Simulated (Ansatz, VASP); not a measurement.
**SbTePd in VASP and in Ansatz**

```
Sb Te Pd
1.0
     6.53620    0.00000    0.00000
     0.00000    6.53620    0.00000
     0.00000    0.00000    6.53620
Sb Te Pd
4 4 4
Direct
  0.62709 0.62709 0.62709
  0.87291 0.37291 0.12709
  0.12709 0.87291 0.37291
  0.37291 0.12709 0.87291
  0.37278 0.37278 0.37278
  0.12722 0.62722 0.87278
  0.87278 0.12722 0.62722
  0.62722 0.87278 0.12722
  0.99802 0.99802 0.99802
  0.50198 0.00198 0.49802
  0.49802 0.50198 0.00198
  0.00198 0.49802 0.50198
```

Alike in both runs: task electric field gradients; functional PBEsol; k mesh 5 × 5 × 5; occupations fermi-dirac, width 0.05 eV; no spin polarisation.

```csv
,VASP,Ansatz
version,VASP 6.6.1,Ansatz 0.2.0
potentials or method,"VASP PAW PBE potentials, release 64 (Sb, Te, Pd)","plane-wave PAW, scalar-relativistic"
plane-wave cutoff (eV),520,420
valence electrons in the cell,84,196
```

VASP gave:

```
pressure (GPa)                                       : -0.2
rms of the force components (eV/Å)                   : 0.150
size of Vzz on the site where it differs most (V/Å²) : 2.8
```

Problem. Which values does Ansatz return?

Solution. Pressure (GPa): -0.2; rms of the force components (eV/Å): 0.146; size of Vzz on the site where it differs most (V/Å²): 16.3.

VASP's potentials were made for PBE, not for PBEsol. Atom by atom the forces differ by 0.012 eV/Å (rms over components). VASP's potentials hold 84 valence electrons a cell and Ansatz's 196, so a difference there can come from the potentials and not from the codes.

Spin-orbit coupling is off throughout.
